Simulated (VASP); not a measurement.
Write the native input for VASP 6.6.1 that does the following.

```
Task                   : single point
Functional             : PBE
Potentials or basis    : VASP PAW PBE potentials, release 64 (Ni)
Cutoff                 : 520 eV
k mesh                 : 19 × 19 × 1
Occupations            : fermi-dirac, width 0.05 eV
Spin                   : collinear spin, ferromagnetic start
Starting moments       : [1.0, 1.0, 1.0, 1.0, 1.0] μB
Dipole correction      : yes
Further INCAR settings : ALGO = Normal; EDIFF = 1e-06; NBANDS = 37
```

The structure of Ni lies in POSCAR:

```
Ni
1.0
    2.4880369134      0.0000000000      0.0000000000
   -1.2440184567      2.1547031725      0.0000000000
    0.0000000000      0.0000000000     24.1259000000
Ni
5
Direct
    0.8333333330      0.1666666670      0.3315939608
    0.1666666670      0.8333333330      0.4157969801
    0.5000000000      0.5000000000      0.5000000000
    0.8333333330      0.1666666670      0.5842030199
    0.1666666670      0.8333333330      0.6684060392
```

One way to write it, as run:

INCAR

```
PREC = Accurate ; ENCUT = 520
EDIFF = 1E-6 ; ISMEAR = -1
SIGMA = 0.05 ; LREAL = False
LASPH = True ; NELM = 150
ALGO = Normal ; ISIF = 2
LWAVE = False ; LCHARG = False
ISPIN = 2 ; MAGMOM = 1 1 1 1 1
LORBIT = 11 ; LMAXMIX = 4
LDIPOL = True ; IDIPOL = 3
DIPOL = 0.5 0.5 0.500 ; GGA = PE
NBANDS = 37
```

KPOINTS

```
Automatic mesh
0
Gamma
  19 19 1
```

Potentials or basis: VASP PAW PBE potentials, release 64 (Ni).

Run with:

```console
$ cat potpaw_PBE.64/Ni/POTCAR > POTCAR
$ mpirun -np 1 vasp_std > vasp.out
```

It gave:

```yaml
Largest_force: 0.146 eV/Å
Net_moment: 3.29 μB per cell
Site_moments: Ni +0.68, +0.65 (each value once) μB
Valence_electrons_inside_the_program's_atomic_spheres: Ni 9.17, 9.30, 9.31 (each value once)
```

Wall time 9.8 min on 1 thread of Intel(R) Xeon(R) Platinum 8488C (Sapphire Rapids), with other jobs on the host, peak memory 0.45 GiB.
